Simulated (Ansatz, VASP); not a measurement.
## Two plane-wave programs on Ta2Bi2O

File INCAR:

```
ALGO = Normal
EDIFF = 1E-6
ENCUT = 520
GGA = PE
ISIF = 2
ISMEAR = 0
LASPH = True
LCHARG = False
LREAL = False
LWAVE = False
NBANDS = 37
NELM = 60
PREC = Accurate
SIGMA = 0.1
```

KPOINTS

```
k-points
0
Gamma
  4 4 4
```

File POSCAR:

```
Ta2Bi2O
1.0
    4.3295908900      0.0000000000      0.0000000000
    0.0000000000      4.3295908900      0.0000000000
    0.0000000000      0.0000000000      6.3325128000
Ta Bi O
2 2 1
Direct
    0.5000000000      0.5000000000      0.5000000000
    0.0000000000      0.0000000000      0.5000000000
    0.0000000000      0.5000000000      0.0000000000
    0.5000000000      0.0000000000      0.0000000000
    0.0000000000      0.0000000000      0.0000000000
```

Input for Ansatz:

```yaml
crystal:
  lattice:
    - [4.32959089, 0.0, 0.0]
    - [0.0, 4.32959089, 0.0]
    - [0.0, 0.0, 6.3325128]
  atoms:
    - { symbol: Ta, position: [0.5, 0.5, 0.5] }
    - { symbol: Ta, position: [0.0, 0.0, 0.5] }
    - { symbol: Bi, position: [0.0, 0.5, 0.0] }
    - { symbol: Bi, position: [0.5, 0.0, 0.0] }
    - { symbol: O, position: [0.0, 0.0, 0.0] }
basis:
  ecutwfc: 420
kpoints:
  mp_grid: { grid: [4, 4, 4] }
hamiltonian:
  xc: pbe
scf:
  occupations: { method: gaussian, width: 0.1 }
  lower_state_search: "off"
output:
  forces: true
  stress: true
  eigenvalues: true
```

Alike in both runs: task single point; functional PBE; k mesh 4 × 4 × 4; occupations gaussian, width 0.1 eV; no spin polarisation.

```csv
,VASP,Ansatz
version,VASP 6.6.1,Ansatz 0.2.0
potentials or method,"VASP PAW PBE potentials, release 64 (Ta_pv, Bi_d, O), cutoff 520 eV","scalar-relativistic, plane waves, PAW"
valence electrons in the cell,58,62
```

|  | VASP | Ansatz | Ansatz less VASP |
| --- | --- | --- | --- |
| gap on the k mesh at the Fermi level (eV) | none | none | - |
| pressure (GPa) | 3.7 | 3.6 | -0.04 |
| traceless stress, the component that is largest in VASP (GPa) | -18.63 | -18.53 | +0.104 |

A gap of «none» marks a metal or a gap that the smearing closes. With one functional, cell and mesh, what is left measures potentials, basis and numerics. VASP's potentials hold 58 valence electrons a cell and Ansatz's 62, so a difference there can come from the potentials and not from the codes.

The k mesh is coarse, so the values compare programs but aren't converged. Spin-orbit coupling is off throughout.
